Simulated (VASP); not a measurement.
# Mo (Im-3m) in VASP: single point with PBE

Aim: the single point of Mo with PBE.

Program: VASP 6.6.1. These are calculated values, not measurements. Logs are shortened: lines on timing, memory, paths and dates and some standing lists are left out, and cuts for length are marked.

## 1. The cell of the first run

Symmetry: Im-3m, No. 229, cubic system. The conventional cell has a = 3.147 Å, b = 3.147 Å, c = 3.147 Å, α = 90.00°, β = 90.00°, γ = 90.00°. Within 3.6 Å of Mo (site symmetry m-3m) lie 14 Mo at 2.73 to 3.15 Å.

## 2. Single point, PBE

File INCAR:

```
SYSTEM = Mo
PREC = Accurate
ENCUT = 500
EDIFF = 1E-6
ISMEAR = -1
SIGMA = 0.1
LREAL = .FALSE.
LASPH = .TRUE.
NELM = 120
ALGO = Normal
ISIF = 2
LWAVE = .FALSE.
LCHARG = .FALSE.
GGA = PE
NBANDS = 13
GGA_COMPAT = .FALSE.
```

File KPOINTS:

```
Automatic mesh
0
G
  9 9 9
  0 0 0
```

File POSCAR:

```
Mo
1.0
    2.7252350213     -0.0000000151     -0.0000000261
   -0.9084116596      2.5693762236     -0.0000000261
   -0.9084116596     -1.2846880741      2.2251451033
Mo
1
Direct
    0.0000000000      0.0000000000      0.0000000000
```

Potentials or basis: VASP PAW PBE potentials, release 64 (Mo_sv).

On the command line:

```console
> cat potpaw_PBE.64/Mo_sv/POTCAR > POTCAR
> mpirun -np 1 vasp_std > vasp.out
```

OUTCAR:

```text
SYSTEM = Mo
   PREC = Accurate
   ENCUT = 500
   EDIFF = 1E-6
   ISMEAR = -1
   LREAL = .FALSE.
   LASPH = .TRUE.
   NELM = 120
   ISIF = 2
   GGA = PE

 ion  position               nearest neighbor table
   1  0.000  0.000  0.000-

  LATTYP: Found a body centered cubic cell.
 ALAT       =     3.1468303464

  Lattice vectors:

 A1 = (   2.7252350213,  -0.0000000151,  -0.0000000261)
 A2 = (  -0.9084116596,   2.5693762236,  -0.0000000261)
 A3 = (  -0.9084116596,  -1.2846880741,   2.2251451033)

Analysis of symmetry for initial positions (statically):
=====================================================================
 Subroutine PRICEL returns:
 Original cell was already a primitive cell.

 Routine SETGRP: Setting up the symmetry group for a
 body centered cubic supercell.

 Subroutine GETGRP returns: Found 48 space group operations
[... 9 lines left out ...]

 Routine SETGRP: Setting up the symmetry group for a
 body centered cubic supercell.

 Subroutine GETGRP returns: Found 48 space group operations
[... 11 lines left out ...]
                                     Primitive cell

  volume of cell :      15.5808

  direct lattice vectors                    reciprocal lattice vectors
     2.725235021 -0.000000015 -0.000000026     0.366940833  0.129733176  0.224704444
    -0.908411660  2.569376224 -0.000000026     0.000000004  0.389199527  0.224704444
    -0.908411660 -1.284688074  2.225145103     0.000000004  0.000000006  0.449408899

  length of vectors
     2.725235021  2.725235021  2.725235021     0.449408899  0.449408899  0.449408899

  position of ions in fractional coordinates (direct lattice)
     0.000000000  0.000000000  0.000000000

  ion indices of the primitive-cell ions
   primitive index   ion index
                 1           1

----------------------------------------------------------------------------------------

 KPOINTS: Automatic mesh

Automatic generation of k-mesh.
 Grid dimensions read from file:
 generate k-points for:    9    9    9

 Generating k-lattice:

  Cartesian coordinates                     Fractional coordinates (reciprocal lattice)
     0.040771204  0.014414797  0.024967160     0.111111111 -0.000000000  0.000000000
     0.000000000  0.043244392  0.024967160     0.000000000  0.111111111 -0.000000000
     0.000000000  0.000000001  0.049934322     0.000000000  0.000000000  0.111111111

  Length of vectors
     0.049934322  0.049934322  0.049934322

[... 51 lines left out ...]
   ENCUT  =  500.0 eV  36.75 Ry    6.06 a.u.   4.97  4.97  4.97*2*pi/ulx,y,z
   NELM   =    120;   NELMIN=  2; NELMDL= -5     # of ELM steps
   EDIFF  = 0.1E-05   stopping-criterion for ELM
   LREAL  =      F    real-space projection
   EDIFFG = 0.1E-04   stopping-criterion for IOM
   NSW    =      0    number of steps for IOM
   IBRION =     -1    ionic relax: 0-MD 1-quasi-New 2-CG
   NFREE  =      0    steps in history (QN), initial steepest desc. (CG)
   ISIF   =      2    stress and relaxation
   ISYM   =      2    0-nonsym 1-usesym 2-fastsym
   POTIM  = 0.5000    time-step for ionic-motion
   TEBEG  =    0.0;   TEEND  =   0.0 temperature during run
   PSTRESS=    0.0 pullay stress
   NELECT =      14.0000    total number of electrons
   NUPDOWN=      -1.0000    fix difference up-down
   EMIN   =  10.00;   EMAX   =-10.00  energy-range for DOS
   EFERMI =   0.00;   METHOD = LEGACY
   ISMEAR =    -1;   SIGMA  =   0.10  broadening in eV -4-tet -1-fermi 0-gaus
   EFERMI_NEDOS =   21; number of points for ismear=-14 and -15
   IALGO  =     38    algorithm
   IMIX   =      4    mixing-type and parameters
     AMIX     =   0.40;   BMIX     =  1.00
     AMIX_MAG =   1.60;   BMIX_MAG =  1.00
  volume/ion in A,a.u.               =      15.58       105.14
  Fermi-wavevector in a.u.,A,eV,Ry     =   1.579747  2.985289 33.954703  2.495600
  Thomas-Fermi vector in A             =   2.680079
   LORBIT       =      0    0 simple, 1 ext, 2 COOP (PROOUT), +10 PAW based schemes
   GGA     = PE    functional components
   LHFCALC =     F    Hartree Fock is set to
   AEXX    =    0.0000 exact exchange contribution
   IVDW    =     0    specifies the selected vdW correction
   LEPSILON=     F    determine dielectric tensor
   LRPA    =     F    only Hartree local field effects (RPA)
 non-spin polarized calculation
  energy-cutoff  :      500.00
  volume of cell :       15.58
 maximum number of plane-waves:       410
   NGX =  9   NGY =  9   NGZ =  9

 number of electron      14.0000001 magnetization

 Free energy of the ion-electron system (eV)
  ---------------------------------------------------
  ext. energy  EPLUGINS =         0.00000000
  ---------------------------------------------------
  free energy    TOTEN  =       -10.95781231 eV

  energy without entropy =      -10.93883816  energy(sigma->0) =      -10.94832523

 E-fermi :  12.6238     XC(G=0): -13.4104

 val. band max:       12.5912826580   @ k =  -0.3333   0.3333   0.2222
 cond. band min:      12.8281416322   @ k =  -0.4444   0.4444   0.2222
 fundamental gap:      0.2368589742
 Fermi energy:        12.6238282033

 k-point     1 :       0.0000    0.0000    0.0000
  band No.  band energies     occupation
      1     -48.6450      2.00000
      2     -21.9032      2.00000
      3     -21.9032      2.00000
      4     -21.9032      2.00000
      5       5.3995      2.00000
      6      11.2699      2.00000
      7      11.2699      2.00000
      8      11.2699      2.00000
      9      14.3087      0.00000
     10      14.3087      0.00000
     11      27.4840      0.00000
     12      27.4840      0.00000
     13      27.4840      0.00000
[... 354 lines left out ...]
  band No.  band energies     occupation
      1     -48.3312      2.00000
      2     -23.1713      2.00000
      3     -22.5716      2.00000
      4     -22.1276      2.00000
      5       8.2973      2.00000
      6      10.1253      2.00000
      7      10.7705      2.00000
      8      13.4090      0.00078
      9      16.3209      0.00000
     10      19.7680      0.00000
     11      23.6166      0.00000
     12      26.5623      0.00000
     13      29.3138      0.00000

 [... further k-points ...]
[... 5 lines left out ...]
  --------------------------------------------------------------------------------------
  -------------------------------------------------------------------------------------
  Total        0.3850454      0.3850454      0.3850454     -0.0000000      0.0000000     -0.0000000
  in kB       39.5942872     39.5942872     39.5942872     -0.0000000      0.0000000     -0.0000000
  external PRESSURE =      39.5942872 kB  Pullay stress =       0.0000000 kB

 VOLUME and BASIS-vectors are now :
 -----------------------------------------------------------------------------
  energy-cutoff  :      500.00
  volume of cell :       15.58
      direct lattice vectors                 reciprocal lattice vectors
     2.725235021 -0.000000015 -0.000000026     0.366940833  0.129733176  0.224704444
    -0.908411660  2.569376224 -0.000000026     0.000000004  0.389199527  0.224704444
    -0.908411660 -1.284688074  2.225145103     0.000000004  0.000000006  0.449408899

 POSITION                                       TOTAL-FORCE (eV/Angst)
 -----------------------------------------------------------------------------------
      0.00000      0.00000      0.00000         0.000000     -0.000000      0.000000
 -----------------------------------------------------------------------------------
    total drift:                               -0.000000      0.000000      0.000000

  FREE ENERGIE OF THE ION-ELECTRON SYSTEM (eV)
  ---------------------------------------------------
  free  energy   TOTEN  =       -10.9578123093 eV

  energy  without entropy=      -10.9388381590  energy(sigma->0) =      -10.94832523
```

It took 6.6 s on 1 thread of Intel Xeon Platinum 8488C (Sapphire Rapids), shared host; peak memory 0.12 GiB.

What came out:

| Item | Value |
| --- | --- |
| Free energy | -10.9578 eV |
| Pressure | 4.0 GPa |
| Band gap on the k mesh | zero (band 7 reaches 15.91 eV, above the bottom of band 8 at 11.27 eV) |

Levels at points of the mesh, in eV from the Fermi level:
```tsv
k point	band 4	band 5	band 6	band 7	band 8	band 9	band 10	band 11
(0.00, 0.00, 0.00)	-34.53	-7.22	-1.35	-1.35	-1.35	1.68	1.68	14.86
```
